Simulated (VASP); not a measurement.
# AlFe (Pm-3m) in VASP: single point with PBE

Aim: the single point of AlFe with PBE.

Everything below comes from runs of VASP 6.6.1. Logs are shortened: lines on timing, memory, paths and dates and some standing lists are left out, and cuts for length are marked.

### Step 1. The cell of the first run

The structure is cubic, space group Pm-3m (No. 221). The conventional cell has a = 2.910 Å, b = 2.910 Å, c = 2.910 Å, α = 90.00°, β = 90.00°, γ = 90.00°. Al (site symmetry m-3m) has 8 Fe at 2.52 Å and 6 Al at 2.91 Å within 3.3 Å. Within 3.3 Å of Fe (site symmetry m-3m) lie 8 Al at 2.52 Å and 6 Fe at 2.91 Å.

### Step 2. Single point, PBE, collinear spin, ferromagnetic start

INCAR reads:

```
PREC = Accurate
ENCUT = 520
EDIFF = 1E-6
ISMEAR = 0
SIGMA = 0.05
LREAL = F
LASPH = T
NELM = 150
ALGO = Normal
ISIF = 2
LWAVE = F
LCHARG = T
ISPIN = 2
MAGMOM = 0 2.5
LORBIT = 11
LMAXMIX = 4
GGA = PE
LELF = T
LVHAR = T
NBANDS = 16
```

KPOINTS reads:

```
regular mesh
0
Gamma
  12 12 12
```

POSCAR reads:

```
AlFe
1.0
    2.9100011415      0.0000000000      0.0000000000
    0.0000000000      2.9100011415      0.0000000000
    0.0000000000      0.0000000000      2.9100011415
Al Fe
1 1
Direct
    0.0000000000      0.0000000000      0.0000000000
    0.5000000000      0.5000000000      0.5000000000
```

Potentials or basis: VASP PAW PBE potentials, release 64 (Al, Fe).

Run with:

```
$ cat potpaw_PBE.64/Al/POTCAR potpaw_PBE.64/Fe/POTCAR > POTCAR
$ mpirun -np 1 vasp_std > vasp.out
```

OUTCAR:

```text
PREC = Accurate
   ENCUT = 520
   EDIFF = 1E-6
   ISMEAR = 0
   LREAL = F
   LASPH = T
   NELM = 150
   ISIF = 2
   ISPIN = 2
   LORBIT = 11
   GGA = PE

 ion  position               nearest neighbor table
   1  0.000  0.000  0.000-   2 2.52   2 2.52   2 2.52   2 2.52   2 2.52   2 2.52   2 2.52   2 2.52

   2  0.500  0.500  0.500-   1 2.52   1 2.52   1 2.52   1 2.52   1 2.52   1 2.52   1 2.52   1 2.52

  LATTYP: Found a simple cubic cell.
 ALAT       =     2.9100011415

  Lattice vectors:

 A1 = (   2.9100011415,   0.0000000000,   0.0000000000)
 A2 = (   0.0000000000,   2.9100011415,   0.0000000000)
 A3 = (   0.0000000000,   0.0000000000,   2.9100011415)

Analysis of symmetry for initial positions (statically):
=====================================================================
 Subroutine PRICEL returns:
 Original cell was already a primitive cell.

 Routine SETGRP: Setting up the symmetry group for a
 simple cubic supercell.

 Subroutine GETGRP returns: Found 48 space group operations
 (whereof 48 operations were pure point group operations)
 out of a pool of 48 trial point group operations.

The static configuration has the point symmetry O_h .

Analysis of symmetry for dynamics (positions and initial velocities):
=====================================================================
 Subroutine PRICEL returns:
 Original cell was already a primitive cell.

 Routine SETGRP: Setting up the symmetry group for a
 simple cubic supercell.

 Subroutine GETGRP returns: Found 48 space group operations
 (whereof 48 operations were pure point group operations)
 out of a pool of 48 trial point group operations.

The dynamic configuration has the point symmetry O_h .

Analysis of structural, dynamic, and magnetic symmetry:
=====================================================================
 Subroutine PRICEL returns:
 Original cell was already a primitive cell.

 Routine SETGRP: Setting up the symmetry group for a
 simple cubic supercell.

 Subroutine GETGRP returns: Found 48 space group operations
 (whereof 48 operations were pure point group operations)
 out of a pool of 48 trial point group operations.

The overall configuration has the point symmetry O_h .

 Subroutine INISYM returns: Found 48 space group operations
 (whereof 48 operations are pure point group operations),
 and found     1 'primitive' translations

----------------------------------------------------------------------------------------

                                     Primitive cell

  volume of cell :      24.6422

  direct lattice vectors                    reciprocal lattice vectors
     2.910001141  0.000000000  0.000000000     0.343642477  0.000000000  0.000000000
     0.000000000  2.910001141  0.000000000     0.000000000  0.343642477  0.000000000
     0.000000000  0.000000000  2.910001141     0.000000000  0.000000000  0.343642477

  length of vectors
     2.910001141  2.910001141  2.910001141     0.343642477  0.343642477  0.343642477

  position of ions in fractional coordinates (direct lattice)
     0.000000000  0.000000000  0.000000000
     0.500000000  0.500000000  0.500000000

  ion indices of the primitive-cell ions
   primitive index   ion index
                 1           1
                 2           2

----------------------------------------------------------------------------------------

 KPOINTS: regular mesh

Automatic generation of k-mesh.
 Grid dimensions read from file:
 generate k-points for:   12   12   12

 Generating k-lattice:

  Cartesian coordinates                     Fractional coordinates (reciprocal lattice)
     0.028636873  0.000000000  0.000000000     0.083333333  0.000000000  0.000000000
     0.000000000  0.028636873  0.000000000     0.000000000  0.083333333  0.000000000
     0.000000000  0.000000000  0.028636873     0.000000000  0.000000000  0.083333333

  Length of vectors
     0.028636873  0.028636873  0.028636873

  Shift w.r.t. Gamma in fractional coordinates (k-lattice)
     0.000000000  0.000000000  0.000000000

 Subroutine IBZKPT returns following result:
 ===========================================

 Found     84 irreducible k-points:

 Following reciprocal coordinates:
            Coordinates               Weight
  0.000000  0.000000  0.000000      1.000000
  0.083333  0.000000  0.000000      6.000000
  0.166667  0.000000  0.000000      6.000000
  0.250000  0.000000  0.000000      6.000000
  0.333333  0.000000  0.000000      6.000000
  0.416667  0.000000  0.000000      6.000000
[... 16 lines left out ...]
  0.333333  0.333333  0.000000     12.000000
  0.416667  0.333333  0.000000     24.000000
 [... further k-points ...]
   k-points           NKPTS =     84   k-points in BZ     NKDIM =     84   number of bands    NBANDS=     16
   number of dos      NEDOS =    301   number of ions     NIONS =      2
   total plane-waves  NPLWV =  13824
   dimension x,y,z NGX =    24 NGY =   24 NGZ =   24
   dimension x,y,z NGXF=    48 NGYF=   48 NGZF=   48
   ions per type =               1   1
   NGX,Y,Z   is equivalent  to a cutoff of  13.71, 13.71, 13.71 a.u.
   NGXF,Y,Z  is equivalent  to a cutoff of  27.42, 27.42, 27.42 a.u.
 SYSTEM =  unknown system
   PREC   = accura    normal or accurate (medium, high low for compatibility)
   ISTART =      0    job   : 0-new  1-cont  2-samecut
   ICHARG =      2    charge: 1-file 2-atom 10-const
   ISPIN  =      2    spin polarized calculation?
   LNONCOLLINEAR =      F non collinear calculations
   LSORBIT =      F    spin-orbit coupling
   LASPH  =      T    aspherical Exc in radial PAW
   ENCUT  =  520.0 eV  38.22 Ry    6.18 a.u.   5.41  5.41  5.41*2*pi/ulx,y,z
   NELM   =    150;   NELMIN=  2; NELMDL= -5     # of ELM steps
   EDIFF  = 0.1E-05   stopping-criterion for ELM
   LREAL  =      F    real-space projection
   EDIFFG = 0.1E-04   stopping-criterion for IOM
   NSW    =      0    number of steps for IOM
   IBRION =     -1    ionic relax: 0-MD 1-quasi-New 2-CG
   NFREE  =      0    steps in history (QN), initial steepest desc. (CG)
   ISIF   =      2    stress and relaxation
   ISYM   =      2    0-nonsym 1-usesym 2-fastsym
   POTIM  = 0.5000    time-step for ionic-motion
   TEBEG  =    0.0;   TEEND  =   0.0 temperature during run
   PSTRESS=    0.0 pullay stress
   NELECT =      11.0000    total number of electrons
   NUPDOWN=      -1.0000    fix difference up-down
   EMIN   =  10.00;   EMAX   =-10.00  energy-range for DOS
   EFERMI =   0.00;   METHOD = LEGACY
   ISMEAR =     0;   SIGMA  =   0.05  broadening in eV -4-tet -1-fermi 0-gaus
   EFERMI_NEDOS =   21; number of points for ismear=-14 and -15
   IALGO  =     38    algorithm
   IMIX   =      4    mixing-type and parameters
     AMIX     =   0.40;   BMIX     =  1.00
     AMIX_MAG =   1.60;   BMIX_MAG =  1.00
  volume/ion in A,a.u.               =      12.32        83.15
  Fermi-wavevector in a.u.,A,eV,Ry     =   1.251159  2.364348 21.298550  1.565399
  Thomas-Fermi vector in A             =   2.385120
   LORBIT       =     11    0 simple, 1 ext, 2 COOP (PROOUT), +10 PAW based schemes
   GGA     = PE    functional components
   LHFCALC =     F    Hartree Fock is set to
   AEXX    =    0.0000 exact exchange contribution
   IVDW    =     0    specifies the selected vdW correction
   LEPSILON=     F    determine dielectric tensor
   LRPA    =     F    only Hartree local field effects (RPA)
 spin polarized calculation
 Gauss-broadening in eV      SIGMA  =   0.05
  energy-cutoff  :      520.00
  volume of cell :       24.64
 maximum number of plane-waves:       691
 NGX is ok and might be reduce to    24
   NGX = 11   NGY = 11   NGZ = 11

 number of electron      10.9999994 magnetization       0.7530015

 Free energy of the ion-electron system (eV)
  ---------------------------------------------------
  ext. energy  EPLUGINS =         0.00000000
  ---------------------------------------------------
  free energy    TOTEN  =       -12.63415591 eV

  energy without entropy =      -12.63121819  energy(sigma->0) =      -12.63268705

 E-fermi :   7.6673     XC(G=0): -11.9719

 val. band max:        7.6609271882   @ k =   0.5000   0.4167   0.4167
 cond. band min:       7.6684940947   @ k =   0.4167   0.2500   0.0833
 fundamental gap:      0.0075669065
 Fermi energy:         7.6672744711

 spin component 1

 k-point     1 :       0.0000    0.0000    0.0000
  band No.  band energies     occupation
      1      -2.5611      1.00000
      2       5.2316      1.00000
      3       5.2317      1.00000
      4       7.2061      1.00000
      5       7.2061      1.00000
      6       7.2061      1.00000
[... 8 lines left out ...]
     15      28.9468      0.00000
     16      30.8794      0.00000
[... 419 lines left out ...]
 k-point    24 :       0.4167    0.3333    0.0000
  band No.  band energies     occupation
      1       1.9050      1.00000
      2       4.0694      1.00000
      3       5.6061      1.00000
      4       6.1922      1.00000
      5       6.5259      1.00000
      6       6.7051      1.00000
[... 8 lines left out ...]
     15      26.6540      0.00000
     16      29.6158      0.00000

 [... further k-points ...]

 spin component 2

 k-point     1 :       0.0000    0.0000    0.0000
  band No.  band energies     occupation
      1      -2.5587      1.00000
      2       5.6375      1.00000
      3       5.6375      1.00000
      4       8.1048      0.00000
      5       8.1048      0.00000
      6       8.1048      0.00000
[... 8 lines left out ...]
     15      28.9880      0.00000
     16      30.8533      0.00000
[... 419 lines left out ...]
 k-point    24 :       0.4167    0.3333    0.0000
  band No.  band energies     occupation
      1       1.9663      1.00000
      2       4.2764      1.00000
      3       5.8262      1.00000
      4       6.6361      1.00000
      5       7.3414      1.00000
      6       7.5444      0.99975
[... 8 lines left out ...]
     15      26.6121      0.00000
     16      29.5411      0.00000

 [... further k-points ...]

------------------------ aborting loop because EDIFF is reached ----------------------------------------

  FORCE on cell =-STRESS in cart. coord.  units (eV):
  Direction    XX          YY          ZZ          XY          YZ          ZX
  --------------------------------------------------------------------------------------
  -------------------------------------------------------------------------------------
  Total       -0.9089747     -0.9089747     -0.9089747      0.0000000     -0.0000000     -0.0000000
  in kB      -59.0993765    -59.0993765    -59.0993765      0.0000000     -0.0000000     -0.0000000
  external PRESSURE =     -59.0993765 kB  Pullay stress =       0.0000000 kB

 VOLUME and BASIS-vectors are now :
 -----------------------------------------------------------------------------
  energy-cutoff  :      520.00
  volume of cell :       24.64
      direct lattice vectors                 reciprocal lattice vectors
     2.910001141  0.000000000  0.000000000     0.343642477  0.000000000  0.000000000
     0.000000000  2.910001141  0.000000000     0.000000000  0.343642477  0.000000000
     0.000000000  0.000000000  2.910001141     0.000000000  0.000000000  0.343642477

 POSITION                                       TOTAL-FORCE (eV/Angst)
 -----------------------------------------------------------------------------------
      0.00000      0.00000      0.00000         0.000000      0.000000      0.000000
      1.45500      1.45500      1.45500         0.000000      0.000000      0.000000
 -----------------------------------------------------------------------------------
    total drift:                                0.000000     -0.000000     -0.000000

  FREE ENERGIE OF THE ION-ELECTRON SYSTEM (eV)
  ---------------------------------------------------
  free  energy   TOTEN  =       -12.6341559064 eV

  energy  without entropy=      -12.6312181852  energy(sigma->0) =      -12.63268705

 total charge

# of ion       s       p       d       tot
------------------------------------------
    1        0.395   0.420   0.000   0.815
    2        0.417   0.475   6.449   7.342
--------------------------------------------------
tot          0.812   0.895   6.449   8.157

 magnetization (x)

# of ion       s       p       d       tot
------------------------------------------
    1       -0.009  -0.017   0.000  -0.026
    2       -0.000   0.009   0.791   0.799
--------------------------------------------------
tot         -0.009  -0.008   0.791   0.773
```

Wall time 62 s (1 thread of AMD EPYC 7R43 (Zen 3), shared host); peak memory 0.15 GiB.

Results:

* Free energy: -12.6342 eV
* Pressure: -5.9 GPa
* Net moment: 0.75 μB per cell
* Site moments: Al -0.03; Fe +0.80 μB
* Valence electrons inside the program's atomic spheres: Al 0.81; Fe 7.34

Caveat: the cell stands under tension.
